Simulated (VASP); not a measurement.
# NaHf4S (F-43m) in VASP: single point with PBE

Aim: the single point of NaHf4S with PBE.

Everything below comes from runs of VASP 6.6.1. Logs are shortened: lines on timing, memory, paths and dates and some standing lists are left out, and cuts for length are marked.

## 1. The cell of the first run

It takes space group F-43m (No. 216, cubic). The conventional cell has a = 8.349 Å, b = 8.349 Å, c = 8.349 Å, α = 90.00°, β = 90.00°, γ = 90.00°. Na (site symmetry -43m) has 12 Hf at 3.46 Å and 4 S at 3.62 Å within 4.5 Å. Hf (site symmetry 3m) has 6 Hf at 2.91 to 2.99 Å and 3 Na at 3.46 Å and 3 S at 3.47 Å within 3.8 Å. S (site symmetry -43m) has 12 Hf at 3.47 Å and 4 Na at 3.62 Å within 4.6 Å.

## 2. Single point, PBE

File POSCAR:

```
NaHf4S
1.0
    0.0000000000      4.1744225060      4.1744225060
    4.1744225060      0.0000000000      4.1744225060
    4.1744225060      4.1744225060      0.0000000000
Na Hf S
1 4 1
Direct
    0.0000000000      0.0000000000      0.0000000000
    0.6266406603      0.6266406603      0.1200780190
    0.6266406603      0.1200780190      0.6266406603
    0.1200780190      0.6266406603      0.6266406603
    0.6266406603      0.6266406603      0.6266406603
    0.2500000000      0.2500000000      0.2500000000
```

File INCAR.step1:

```
PREC = Accurate
ENCUT = 520
EDIFF = 1E-6
ISMEAR = 0
SIGMA = 0.1
LREAL = False
LASPH = True
NELM = 60
ALGO = Normal
ISIF = 2
LWAVE = False
LCHARG = True
LMAXMIX = 4
GGA = PE
NBANDS = 36
```

File KPOINTS.step1:

```
regular mesh
0
Gamma
  8 8 8
```

File INCAR.step2:

```
PREC = Accurate
ENCUT = 520
EDIFF = 1E-6
ISMEAR = -5
SIGMA = 0.1
LREAL = False
LASPH = True
NELM = 60
ALGO = Normal
ISIF = 2
LWAVE = False
LCHARG = False
LMAXMIX = 4
GGA = PE
LORBIT = 11
NEDOS = 2001
ICHARG = 11
```

File KPOINTS.step2:

```
regular mesh
0
Gamma
  12 12 12
```

Potentials or basis: VASP PAW PBE potentials, release 64 (Na_pv, Hf_pv, S).

Started as:

```
> cat potpaw_PBE.64/Na_pv/POTCAR potpaw_PBE.64/Hf_pv/POTCAR potpaw_PBE.64/S/POTCAR > POTCAR
> cp INCAR.step1 INCAR
> cp KPOINTS.step1 KPOINTS
> mpirun -np 1 vasp_std > vasp.out
> cp INCAR.step2 INCAR
> cp KPOINTS.step2 KPOINTS
> mpirun -np 1 vasp_std > vasp.out
```

OUTCAR:

```text
PREC = Accurate
   ENCUT = 520
   EDIFF = 1E-6
   ISMEAR = -5
   LREAL = False
   LASPH = True
   NELM = 60
   ISIF = 2
   GGA = PE
   LORBIT = 11
   ICHARG = 11

 ion  position               nearest neighbor table
   1  0.000  0.000  0.000-
   2  0.627  0.627  0.120-   3 2.91   4 2.91   5 2.91   5 2.99   3 2.99   4 2.99
   3  0.627  0.120  0.627-   2 2.91   4 2.91   5 2.91   2 2.99   5 2.99   4 2.99
   4  0.120  0.627  0.627-   2 2.91   3 2.91   5 2.91   5 2.99   2 2.99   3 2.99
   5  0.627  0.627  0.627-   2 2.91   3 2.91   4 2.91   2 2.99   3 2.99   4 2.99
   6  0.250  0.250  0.250-

  LATTYP: Found a face centered cubic cell.
 ALAT       =     8.3488450120

  Lattice vectors:

 A1 = (   0.0000000000,   4.1744225060,   4.1744225060)
 A2 = (   4.1744225060,   0.0000000000,   4.1744225060)
 A3 = (   4.1744225060,   4.1744225060,   0.0000000000)

Analysis of symmetry for initial positions (statically):
=====================================================================
 Subroutine PRICEL returns:
 Original cell was already a primitive cell.

 Routine SETGRP: Setting up the symmetry group for a
 face centered cubic supercell.

 Subroutine GETGRP returns: Found 24 space group operations
 (whereof 24 operations were pure point group operations)
 out of a pool of 48 trial point group operations.

The static configuration has the point symmetry T_d .

Analysis of symmetry for dynamics (positions and initial velocities):
=====================================================================
 Subroutine PRICEL returns:
 Original cell was already a primitive cell.

 Routine SETGRP: Setting up the symmetry group for a
 face centered cubic supercell.

 Subroutine GETGRP returns: Found 24 space group operations
 (whereof 24 operations were pure point group operations)
 out of a pool of 48 trial point group operations.

The dynamic configuration has the point symmetry T_d .

 Subroutine INISYM returns: Found 24 space group operations
 (whereof 24 operations are pure point group operations),
 and found     1 'primitive' translations

----------------------------------------------------------------------------------------

                                     Primitive cell

  volume of cell :     145.4853

  direct lattice vectors                    reciprocal lattice vectors
     0.000000000  4.174422506  4.174422506    -0.119777047  0.119777047  0.119777047
     4.174422506  0.000000000  4.174422506     0.119777047 -0.119777047  0.119777047
     4.174422506  4.174422506  0.000000000     0.119777047  0.119777047 -0.119777047

  length of vectors
     5.903524923  5.903524923  5.903524923     0.207459931  0.207459931  0.207459931

  position of ions in fractional coordinates (direct lattice)
     0.000000000  0.000000000  0.000000000
     0.626640660  0.626640660  0.120078019
     0.626640660  0.120078019  0.626640660
     0.120078019  0.626640660  0.626640660
     0.626640660  0.626640660  0.626640660
     0.250000000  0.250000000  0.250000000

  ion indices of the primitive-cell ions
   primitive index   ion index
                 1           1
                 2           2
                 3           3
                 4           4
                 5           5
                 6           6

----------------------------------------------------------------------------------------

 KPOINTS: regular mesh

Automatic generation of k-mesh.
 Grid dimensions read from file:
 generate k-points for:   12   12   12

 Generating k-lattice:

  Cartesian coordinates                     Fractional coordinates (reciprocal lattice)
    -0.009981421  0.009981421  0.009981421     0.083333333  0.000000000  0.000000000
     0.009981421 -0.009981421  0.009981421     0.000000000  0.083333333  0.000000000
     0.009981421  0.009981421 -0.009981421     0.000000000  0.000000000  0.083333333

  Length of vectors
     0.017288328  0.017288328  0.017288328

  Shift w.r.t. Gamma in fractional coordinates (k-lattice)
     0.000000000  0.000000000  0.000000000

 TETIRR: Found    247 inequivalent tetrahedra from    10368

 Subroutine IBZKPT returns following result:
 ===========================================

 Found     72 irreducible k-points:

 Following reciprocal coordinates:
            Coordinates               Weight
  0.000000  0.000000  0.000000      1.000000
  0.083333  0.000000  0.000000      8.000000
  0.166667  0.000000  0.000000      8.000000
  0.250000  0.000000  0.000000      8.000000
  0.333333  0.000000  0.000000      8.000000
  0.416667  0.000000  0.000000      8.000000
[... 16 lines left out ...]
  0.500000  0.166667  0.000000     24.000000
 -0.416667  0.166667  0.000000     24.000000
 [... further k-points ...]
   k-points           NKPTS =     72   k-points in BZ     NKDIM =     72   number of bands    NBANDS=     31
   number of dos      NEDOS =   2001   number of ions     NIONS =      6
   total plane-waves  NPLWV = 110592
   dimension x,y,z NGX =    48 NGY =   48 NGZ =   48
   dimension x,y,z NGXF=    96 NGYF=   96 NGZF=   96
   ions per type =               1   4   1
   NGX,Y,Z   is equivalent  to a cutoff of  13.52, 13.52, 13.52 a.u.
   NGXF,Y,Z  is equivalent  to a cutoff of  27.03, 27.03, 27.03 a.u.
 SYSTEM =  unknown system
   PREC   = accura    normal or accurate (medium, high low for compatibility)
   ISTART =      0    job   : 0-new  1-cont  2-samecut
   ICHARG =     11    charge: 1-file 2-atom 10-const
   ISPIN  =      1    spin polarized calculation?
   LNONCOLLINEAR =      F non collinear calculations
   LSORBIT =      F    spin-orbit coupling
   LASPH  =      T    aspherical Exc in radial PAW
   ENCUT  =  520.0 eV  38.22 Ry    6.18 a.u.  10.98 10.98 10.98*2*pi/ulx,y,z
   NELM   =     60;   NELMIN=  2; NELMDL=  0     # of ELM steps
   EDIFF  = 0.1E-05   stopping-criterion for ELM
   LREAL  =      F    real-space projection
   EDIFFG = 0.1E-04   stopping-criterion for IOM
   NSW    =      0    number of steps for IOM
   IBRION =     -1    ionic relax: 0-MD 1-quasi-New 2-CG
   NFREE  =      0    steps in history (QN), initial steepest desc. (CG)
   ISIF   =      2    stress and relaxation
   ISYM   =      2    0-nonsym 1-usesym 2-fastsym
   POTIM  = 0.5000    time-step for ionic-motion
   TEBEG  =    0.0;   TEEND  =   0.0 temperature during run
   PSTRESS=    0.0 pullay stress
   NELECT =      53.0000    total number of electrons
   NUPDOWN=      -1.0000    fix difference up-down
   EMIN   =  10.00;   EMAX   =-10.00  energy-range for DOS
   EFERMI =   0.00;   METHOD = LEGACY
   ISMEAR =    -5;   SIGMA  =   0.10  broadening in eV -4-tet -1-fermi 0-gaus
   EFERMI_NEDOS =   21; number of points for ismear=-14 and -15
   IALGO  =     38    algorithm
   IMIX   =      4    mixing-type and parameters
     AMIX     =   0.40;   BMIX     =  1.00
     AMIX_MAG =   1.60;   BMIX_MAG =  1.00
  volume/ion in A,a.u.               =      24.25       163.63
  Fermi-wavevector in a.u.,A,eV,Ry     =   1.169213  2.209493 18.599975  1.367060
  Thomas-Fermi vector in A             =   2.305689
   LORBIT       =     11    0 simple, 1 ext, 2 COOP (PROOUT), +10 PAW based schemes
   GGA     = PE    functional components
   LHFCALC =     F    Hartree Fock is set to
   AEXX    =    0.0000 exact exchange contribution
   IVDW    =     0    specifies the selected vdW correction
   LEPSILON=     F    determine dielectric tensor
   LRPA    =     F    only Hartree local field effects (RPA)
 non-spin polarized calculation
 Fermi weights with tetrahedron method with Bloechl corrections
  energy-cutoff  :      520.00
  volume of cell :      145.49
 maximum number of plane-waves:      3944
 NGX is ok and might be reduce to    48

 number of electron      53.0000008 magnetization

 Free energy of the ion-electron system (eV)
  ---------------------------------------------------
  ext. energy  EPLUGINS =         0.00000000
  ---------------------------------------------------
  free energy    TOTEN  =       -40.47767816 eV

  energy without entropy =      -40.47767816  energy(sigma->0) =      -40.47767816

 E-fermi :   3.6637     XC(G=0): -10.0262

 val. band max:        3.6661223132   @ k =   0.4167   0.4167   0.0000
 cond. band min:       3.6574396189   @ k =  -0.3333   0.4167   0.0833
 fundamental gap:     -0.0086826943
 Fermi energy:         3.6637421722

 k-point     1 :       0.0000    0.0000    0.0000
  band No.  band energies     occupation
      1     -27.6793      2.00000
      2     -27.3153      2.00000
      3     -27.3152      2.00000
      4     -27.3152      2.00000
      5     -27.1967      2.00000
      6     -27.1967      2.00000
[... 23 lines left out ...]
     30       6.3940      0.00000
     31       7.1483      0.00000

 k-point     2 :       0.0833    0.0000    0.0000
  band No.  band energies     occupation
      1     -27.6663      2.00000
      2     -27.3115      2.00000
      3     -27.3095      2.00000
      4     -27.3095      2.00000
      5     -27.1938      2.00000
      6     -27.1938      2.00000
[... 23 lines left out ...]
     30       6.2547      0.00000
     31       6.7114      0.00000

 k-point     3 :       0.1667    0.0000    0.0000
  band No.  band energies     occupation
      1     -27.6304      2.00000
      2     -27.2988      2.00000
      3     -27.2945      2.00000
      4     -27.2945      2.00000
      5     -27.1833      2.00000
      6     -27.1833      2.00000
[... 23 lines left out ...]
     30       5.8731      0.00000
     31       6.1682      0.00000

 k-point     4 :       0.2500    0.0000    0.0000
  band No.  band energies     occupation
      1     -27.5809      2.00000
      2     -27.2770      2.00000
      3     -27.2770      2.00000
      4     -27.2714      2.00000
      5     -27.1606      2.00000
      6     -27.1606      2.00000
[... 23 lines left out ...]
     30       5.2487      0.00000
     31       5.6424      0.00000

 k-point     5 :       0.3333    0.0000    0.0000
  band No.  band energies     occupation
      1     -27.5338      2.00000
      2     -27.2642      2.00000
      3     -27.2642      2.00000
      4     -27.2214      2.00000
      5     -27.1220      2.00000
      6     -27.1220      2.00000
[... 23 lines left out ...]
     30       4.6106      0.00000
     31       5.1728      0.00000
[... 542 lines left out ...]
     30       4.7479      0.00000
     31       4.9270      0.00000

 k-point    22 :       0.4167    0.1667    0.0000
  band No.  band energies     occupation
      1     -27.4742      2.00000
      2     -27.2649      2.00000
      3     -27.2284      2.00000
      4     -27.2137      2.00000
      5     -27.1057      2.00000
      6     -27.0696      2.00000
[... 23 lines left out ...]
     30       4.5112      0.00000
     31       4.6666      0.00000

 k-point    23 :       0.5000    0.1667    0.0000
  band No.  band energies     occupation
      1     -27.4500      2.00000
      2     -27.2495      2.00000
      3     -27.2232      2.00000
      4     -27.1689      2.00000
      5     -27.0580      2.00000
      6     -27.0380      2.00000
[... 23 lines left out ...]
     30       4.4491      0.00000
     31       4.6068      0.00000

 k-point    24 :      -0.4167    0.1667    0.0000
  band No.  band energies     occupation
      1     -27.4478      2.00000
      2     -27.2477      2.00000
      3     -27.2217      2.00000
      4     -27.1388      2.00000
      5     -27.0736      2.00000
      6     -27.0586      2.00000
[... 23 lines left out ...]
     30       4.2562      0.00000
     31       4.8444      0.00000

 [... further k-points ...]
[... 5 lines left out ...]
  --------------------------------------------------------------------------------------
  -------------------------------------------------------------------------------------
  Total       -0.1087324     -0.1087324     -0.1087324      0.0000000     -0.0000000      0.0000000
  in kB       -1.1974310     -1.1974310     -1.1974310      0.0000000     -0.0000000      0.0000000
  external PRESSURE =      -1.1974310 kB  Pullay stress =       0.0000000 kB

 VOLUME and BASIS-vectors are now :
 -----------------------------------------------------------------------------
  energy-cutoff  :      520.00
  volume of cell :      145.49
      direct lattice vectors                 reciprocal lattice vectors
     0.000000000  4.174422506  4.174422506    -0.119777047  0.119777047  0.119777047
     4.174422506  0.000000000  4.174422506     0.119777047 -0.119777047  0.119777047
     4.174422506  4.174422506  0.000000000     0.119777047  0.119777047 -0.119777047

 POSITION                                       TOTAL-FORCE (eV/Angst)
 -----------------------------------------------------------------------------------
      0.00000      0.00000      0.00000         0.000000      0.000000      0.000000
      3.11712      3.11712      5.23173         0.021215      0.021215     -0.021215
      3.11712      5.23173      3.11712         0.021215     -0.021215      0.021215
      5.23173      3.11712      3.11712        -0.021215      0.021215      0.021215
      5.23173      5.23173      5.23173        -0.021215     -0.021215     -0.021215
      2.08721      2.08721      2.08721         0.000000      0.000000      0.000000
 -----------------------------------------------------------------------------------
    total drift:                               -0.004142     -0.004142     -0.004142

  FREE ENERGIE OF THE ION-ELECTRON SYSTEM (eV)
  ---------------------------------------------------
  free  energy   TOTEN  =       -40.4776781646 eV

  energy  without entropy=      -40.4776781646  energy(sigma->0) =      -40.47767816

 total charge

# of ion       s       p       d       tot
------------------------------------------
    1        0.108   5.996   0.000   6.104
    2        0.437   6.233   1.660   8.330
    3        0.437   6.233   1.660   8.330
    4        0.437   6.233   1.660   8.330
    5        0.437   6.233   1.660   8.330
    6        1.401   2.126   0.000   3.527
--------------------------------------------------
tot          3.257  33.053   6.642  42.952
```

Run time: 5.9 min. Hardware: 1 thread of Intel Xeon Platinum 8259CL at 2.50GHz (Skylake/Cascade Lake), shared host; peak memory 0.49 GiB.

Results:

- Valence electrons inside the program's atomic spheres: Na 6.10; Hf 8.33; S 3.53

Caveat: spin-orbit coupling is left out, which moves the levels of the heavy elements; tetrahedron occupations give inexact forces and stress in metals.
